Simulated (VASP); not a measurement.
Wanted: the native input for a VASP 6.6.1 run.

* Task: single point
* Functional: PBE
* Potentials or basis: VASP PAW PBE potentials, release 64 (Pt, P)
* Cutoff: 520 eV
* k mesh: 4 × 4 × 4
* Occupations: methfessel-paxton, width 0.2623 eV
* Spin: no spin polarisation
* Dipole correction: no
* Further INCAR settings: ALGO = Normal; EDIFF = 1e-06; NBANDS = 46

The structure of P3Pt2 lies in POSCAR:

```
P3Pt2
1.0
   -3.9976510000      0.0000000000      3.7360060000
    3.9976510000      0.0000000000      3.7360060000
    0.0000000000      6.0659300000      3.7360060000
Pt P
4 6
Direct
    0.7180000000      0.2820000000      0.0000000000
    0.2820000000      0.7180000000      0.0000000000
    0.7500000000      0.2500000000      0.5000000000
    0.2500000000      0.7500000000      0.5000000000
    0.1333000000      0.1333000000      0.1470000000
    0.2803000000      0.2803000000      0.8530000000
    0.8667000000      0.8667000000      0.8530000000
    0.7197000000      0.7197000000      0.1470000000
    0.8519000000      0.8519000000      0.2962000000
    0.1481000000      0.1481000000      0.7038000000
```

One way to write it, as run:

INCAR

```
PREC = Accurate ; ENCUT = 520
EDIFF = 1E-6 ; ISMEAR = 1
SIGMA = 0.2623 ; LREAL = F
LASPH = T ; NELM = 80
ALGO = Normal ; ISIF = 2
LWAVE = F ; LCHARG = F
GGA = PE ; NBANDS = 46
```

KPOINTS

```
regular mesh
0
Gamma
  4 4 4
```

Potentials or basis: VASP PAW PBE potentials, release 64 (Pt, P).

Launch:

```console
$ cat potpaw_PBE.64/Pt/POTCAR potpaw_PBE.64/P/POTCAR > POTCAR
$ mpirun -np 1 vasp_std > vasp.out
```

Results of the run:

The pressure is 25.4 GPa and the largest force is 12.820 eV/Å. The band gap on the k mesh is zero (bands 35 and 36 overlap by 0.59 eV).

Caveat: the cell stands under pressure; spin-orbit coupling is left out, which moves the levels of the heavy elements; forces of over 1 eV/Å act on the atoms, so gaps and moduli don't describe the material at rest.

Wall time 3.4 min on 1 thread of Intel(R) Xeon(R) Platinum 8488C (Sapphire Rapids) (shared host), peak memory 0.36 GiB.
